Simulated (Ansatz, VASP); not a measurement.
TiB2 in VASP and in Ansatz

```
Ti B
1.0
     3.02000    0.00000    0.00000
    -1.51000    2.61540    0.00000
     0.00000    0.00000    3.20000
Ti B
1 2
Direct
  0.00000 0.00000 0.00000
  0.33333 0.66667 0.50000
  0.66667 0.33333 0.50000
```

Alike in both runs: task relaxation of cell and atoms; functional PBE; k mesh 18 × 18 × 14; occupations gaussian, width 0.1 eV; no spin polarisation.

|  | VASP | Ansatz |
| --- | --- | --- |
| version | VASP 6.6.1 | Ansatz 0.2.0 |
| potentials or method | VASP PAW PBE potentials, release 64 (Ti_sv, B), cutoff 500 eV | scalar-relativistic, plane waves, PAW |
| valence electrons in the cell | 18 | 18 |

Ansatz gave:

```
gap on the k mesh at the Fermi level, each at its own relaxed structure (eV) : none
relaxed volume (Å³/atom)                                                     : 8.56
relaxed cell length with the largest relative difference (Å)                 : 3.224
```

Task: Which values does VASP return?

Result: gap on the k mesh at the Fermi level, each at its own relaxed structure (eV): none; relaxed volume (Å³/atom): 8.56; relaxed cell length with the largest relative difference (Å): 3.225.

A gap of «none» marks a metal or a gap that the smearing closes.
